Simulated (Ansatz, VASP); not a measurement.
## PbO2 in VASP and in Ansatz

File INCAR:

```
ALGO = Normal
EDIFF = 1E-7
ENCUT = 520
GGA = PE
ISIF = 2
ISMEAR = 0
LASPH = T
LCHARG = F
LREAL = F
LWAVE = F
NBANDS = 20
NELM = 80
PREC = Accurate
SIGMA = 0.024
```

The input KPOINTS:

```
k-points
0
Gamma
  9 9 9
```

POSCAR

```
PbO2
1.0
    0.0000000000      2.7019920000      2.7019920000
    2.7019920000      0.0000000000      2.7019920000
    2.7019920000      2.7019920000      0.0000000000
Pb O
1 2
Direct
    0.0000000000      0.0000000000      0.0000000000
    0.7500000000      0.7500000000      0.7500000000
    0.2500000000      0.2500000000      0.2500000000
```

File input.yaml:

```yaml
crystal:
  lattice:
    - [0.0, 2.701992, 2.701992]
    - [2.701992, 0.0, 2.701992]
    - [2.701992, 2.701992, 0.0]
  atoms:
    - { symbol: Pb, position: [0.0, 0.0, 0.0] }
    - { symbol: O, position: [0.75, 0.75, 0.75] }
    - { symbol: O, position: [0.25, 0.25, 0.25] }
hamiltonian:
  xc: pbe
  pseudopotentials: { kind: paw }
kpoints:
  mp_grid: { grid: [9, 9, 9] }
scf:
  occupations: { method: gaussian, width: 0.024 }
output:
  forces: true
  stress: true
  eigenvalues: true
  write_density: true
  write_potential: true
  elf: true
  volumetric_format: npy
```

Alike in both runs: task single point; functional PBE; k mesh 9 × 9 × 9; occupations gaussian, width 0.024 eV; no spin polarisation.

|  | VASP | Ansatz |
| --- | --- | --- |
| version | VASP 6.6.1 | Ansatz 0.2.0 |
| potentials or method | VASP PAW PBE potentials, release 64 (Pb_d, O) | Ansatz PAW |
| plane-wave cutoff (eV) | 520 | 420 |
| valence electrons in the cell | 26 | 26 |

|  | VASP | Ansatz | Ansatz less VASP |
| --- | --- | --- | --- |
| gap on the k mesh at the Fermi level (eV) | none | none | - |
| pressure (GPa) | 0.6 | 0.4 | -0.20 |

A gap of «none» marks a metal or a gap that the smearing closes.

Spin-orbit coupling is off throughout.
